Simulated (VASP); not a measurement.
# GaP (F-43m) in VASP: a series of runs, part 2 of 2

VASP 6.6.1.

## 3. Single point, r2SCAN (strain -0.040 along x and y, -0.040 along z)

File POSCAR:

```
GaP
1.0
    0.0000000000      2.6162400000      2.6162400000
    2.6162400000      0.0000000000      2.6162400000
    2.6162400000      2.6162400000      0.0000000000
Ga P
1 1
Direct
    0.0000000000      0.0000000000      0.0000000000
    0.7500000000      0.7500000000      0.7500000000
```

File INCAR.step1:

```
ALGO = Normal
EDIFF = 1E-4
ENCUT = 520
GGA = PE
ISMEAR = 0
LASPH = T
LCHARG = F
LREAL = F
LWAVE = T
NBANDS = 16
NELM = 60
PREC = Accurate
SIGMA = 0.05
```

File INCAR.step2:

```
ALGO = Normal
EDIFF = 1E-6
ENCUT = 520
ISIF = 2
ISMEAR = 0
ISTART = 1
LASPH = T
LCHARG = F
LMIXTAU = T
LREAL = F
LWAVE = F
METAGGA = R2SCAN
NBANDS = 16
NELM = 60
PREC = Accurate
SIGMA = 0.05
```

File KPOINTS:

```
k-points
0
Gamma
  8 8 8
```

Potentials or basis: VASP PAW PBE potentials, release 64 (Ga_d, P).

The run is started by

```console
$ cat potpaw_PBE.64/Ga_d/POTCAR potpaw_PBE.64/P/POTCAR > POTCAR
$ cp INCAR.step1 INCAR
$ mpirun -np 1 vasp_std > vasp.out
$ cp INCAR.step2 INCAR
$ mpirun -np 1 vasp_std > vasp.out
```

OUTCAR:

```text
EDIFF = 1E-6
   ENCUT = 520
   ISIF = 2
   ISMEAR = 0
   ISTART = 1
   LASPH = T
   LREAL = F
   METAGGA = R2SCAN
   NELM = 60
   PREC = Accurate

 ion  position               nearest neighbor table
   1  0.000  0.000  0.000-   2 2.27   2 2.27   2 2.27   2 2.27
   2  0.750  0.750  0.750-   1 2.27   1 2.27   1 2.27   1 2.27

  LATTYP: Found a face centered cubic cell.
 ALAT       =     5.2324800000

  Lattice vectors:

 A1 = (   0.0000000000,   2.6162400000,   2.6162400000)
 A2 = (   2.6162400000,   0.0000000000,   2.6162400000)
 A3 = (   2.6162400000,   2.6162400000,   0.0000000000)

Analysis of symmetry for initial positions (statically):
=====================================================================
 Subroutine PRICEL returns:
 Original cell was already a primitive cell.

 Routine SETGRP: Setting up the symmetry group for a
 face centered cubic supercell.

 Subroutine GETGRP returns: Found 24 space group operations
 (whereof 24 operations were pure point group operations)
 out of a pool of 48 trial point group operations.

The static configuration has the point symmetry T_d .

Analysis of symmetry for dynamics (positions and initial velocities):
=====================================================================
 Subroutine PRICEL returns:
 Original cell was already a primitive cell.

 Routine SETGRP: Setting up the symmetry group for a
 face centered cubic supercell.

 Subroutine GETGRP returns: Found 24 space group operations
 (whereof 24 operations were pure point group operations)
 out of a pool of 48 trial point group operations.

The dynamic configuration has the point symmetry T_d .

 Subroutine INISYM returns: Found 24 space group operations
 (whereof 24 operations are pure point group operations),
 and found     1 'primitive' translations

----------------------------------------------------------------------------------------

[... 109 lines left out ...]
   IALGO  =     38    algorithm
   IMIX   =      4    mixing-type and parameters
     AMIX     =   0.40;   BMIX     =  1.00
     AMIX_MAG =   1.60;   BMIX_MAG =  1.00
  volume/ion in A,a.u.               =      17.91       120.85
  Fermi-wavevector in a.u.,A,eV,Ry     =   1.301602  2.459670 23.050539  1.694167
  Thomas-Fermi vector in A             =   2.432725
   LORBIT       =      0    0 simple, 1 ext, 2 COOP (PROOUT), +10 PAW based schemes
   METAGGA = R2SCAN    functional components
   LHFCALC =     F    Hartree Fock is set to
   AEXX    =    0.0000 exact exchange contribution
   IVDW    =     0    specifies the selected vdW correction
   LEPSILON=     F    determine dielectric tensor
   LRPA    =     F    only Hartree local field effects (RPA)
 non-spin polarized calculation
 Gauss-broadening in eV      SIGMA  =   0.05
  energy-cutoff  :      520.00
  volume of cell :       35.81
 maximum number of plane-waves:       982
   NGX = 13   NGY = 13   NGZ = 13

 number of electron      18.0000012 magnetization

 Free energy of the ion-electron system (eV)
  ---------------------------------------------------
  ext. energy  EPLUGINS =         0.00000000
  ---------------------------------------------------
  free energy    TOTEN  =       -21.27905934 eV

  energy without entropy =      -21.27905934  energy(sigma->0) =      -21.27905934

 E-fermi :   6.0384     XC(G=0): -11.1617

 val. band max:        5.8127239205   @ k =   0.0000   0.0000   0.0000
 cond. band min:       7.4430166202   @ k =   0.5000   0.5000   0.0000
 fundamental gap:      1.6302926996
 Fermi energy:         6.0384418557

 k-point     1 :       0.0000    0.0000    0.0000
  band No.  band energies     occupation
      1      -9.4478      2.00000
      2      -9.4478      2.00000
      3      -9.4478      2.00000
      4      -9.2879      2.00000
      5      -9.2879      2.00000
      6      -8.2380      2.00000
[... 433 lines left out ...]
      3      -9.3798      2.00000
      4      -9.2975      2.00000
      5      -9.2766      2.00000
      6      -5.1239      2.00000
[... 8 lines left out ...]
     15      18.9182      0.00000
     16      19.8510      0.00000

 [... further k-points ...]

------------------------ aborting loop because EDIFF is reached ----------------------------------------

  FORCE on cell =-STRESS in cart. coord.  units (eV):
  Direction    XX          YY          ZZ          XY          YZ          ZX
  --------------------------------------------------------------------------------------
  -------------------------------------------------------------------------------------
  Total        3.1447498      3.1447498      3.1447498      0.0000000      0.0000000     -0.0000000
  in kB      140.6805135    140.6805135    140.6805135      0.0000000      0.0000000     -0.0000000
  external PRESSURE =     140.6805135 kB  Pullay stress =       0.0000000 kB

 VOLUME and BASIS-vectors are now :
 -----------------------------------------------------------------------------
  energy-cutoff  :      520.00
  volume of cell :       35.81
      direct lattice vectors                 reciprocal lattice vectors
     0.000000000  2.616240000  2.616240000    -0.191113965  0.191113965  0.191113965
     2.616240000  0.000000000  2.616240000     0.191113965 -0.191113965  0.191113965
     2.616240000  2.616240000  0.000000000     0.191113965  0.191113965 -0.191113965

 POSITION                                       TOTAL-FORCE (eV/Angst)
 -----------------------------------------------------------------------------------
      0.00000      0.00000      0.00000        -0.000000      0.000000      0.000000
      3.92436      3.92436      3.92436         0.000000     -0.000000     -0.000000
 -----------------------------------------------------------------------------------
    total drift:                               -0.000013     -0.000013     -0.000013

  FREE ENERGIE OF THE ION-ELECTRON SYSTEM (eV)
  ---------------------------------------------------
  free  energy   TOTEN  =       -21.2790593377 eV

  energy  without entropy=      -21.2790593377  energy(sigma->0) =      -21.27905934
```

OUTCAR.step1:

```text
EDIFF = 1E-4
   ENCUT = 520
   GGA = PE
   ISMEAR = 0
   LASPH = T
[... 676 lines left out ...]
 -----------------------------------------------------------------------------------
      0.00000      0.00000      0.00000         0.000000      0.000000     -0.000000
      3.92436      3.92436      3.92436         0.000000     -0.000000      0.000000
 -----------------------------------------------------------------------------------
    total drift:                               -0.000003     -0.000003     -0.000003

  FREE ENERGIE OF THE ION-ELECTRON SYSTEM (eV)
  ---------------------------------------------------
  free  energy   TOTEN  =        -8.8616998494 eV

  energy  without entropy=       -8.8616998494  energy(sigma->0) =       -8.86169985
```

Wall time 66 s (1 thread of Intel Xeon Platinum 8488C (Sapphire Rapids), shared host); peak memory 0.17 GiB.

Results:

```
Free energy            : -21.2791 eV
Pressure               : 14.1 GPa
Band gap on the k mesh : 1.63 eV, indirect (least direct gap 3.44 eV)
```

Caveat: the cell differs from its parent crystal (strain -0.040 along x and y, -0.040 along z); the PAW data sets were made with another functional, which shifts forces and pressure a little. A k mesh can miss the band edges.
